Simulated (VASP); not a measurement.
MgO (l.b):

```xyz
2
Lattice="0.0000 2.1100 2.1100 2.1100 0.0000 2.1100 2.1100 2.1100 0.0000" Properties=species:S:1:pos:R:3 pbc="T T T"
Mg    0.0000    0.0000    0.0000
O     2.1100    2.1100    2.1100
```

| Quantity | Value |
| --- | --- |
| Program | VASP 6.6.1 |
| Task | relaxation of cell and atoms |
| Functional | LDA |
| Potentials or basis | VASP PAW LDA potentials, release 64 (Mg, O) |
| Cutoff | 600 eV |
| k mesh | 10 × 10 × 10 |
| Occupations | gaussian, width 0.02 eV |
| Spin | no spin polarisation |

At the start: pressure -8.8 GPa; volume 9.39 Å³/atom.

**Question.** How do energy, volume and symmetry change on relaxing?

**Answer.** Over 3 steps the energy falls by 14.4 meV/atom and the volume is 8.89 Å³/atom (-5.4 %); space group Fm-3m (No. 225, to 0.05 Å).

The path:
| step | energy change (eV) | largest force (eV/Å) | pressure (GPa) | volume (Å³) |
| --- | --- | --- | --- | --- |
| 1 | 0.0000 | 0.0000 | -8.79 | 18.79 |
| 2 | -0.0246 | 0.0000 | 3.84 | 17.42 |
| 3 | -0.0289 | 0.0000 | 0.01 | 17.78 |

Final structure:
```xyz
2
Lattice="0.0000 2.0717 2.0717 2.0717 0.0000 2.0717 2.0717 2.0717 0.0000" Properties=species:S:1:pos:R:3 pbc="T T T"
Mg    0.0000    0.0000    0.0000
O     2.0717    2.0717    2.0717
```
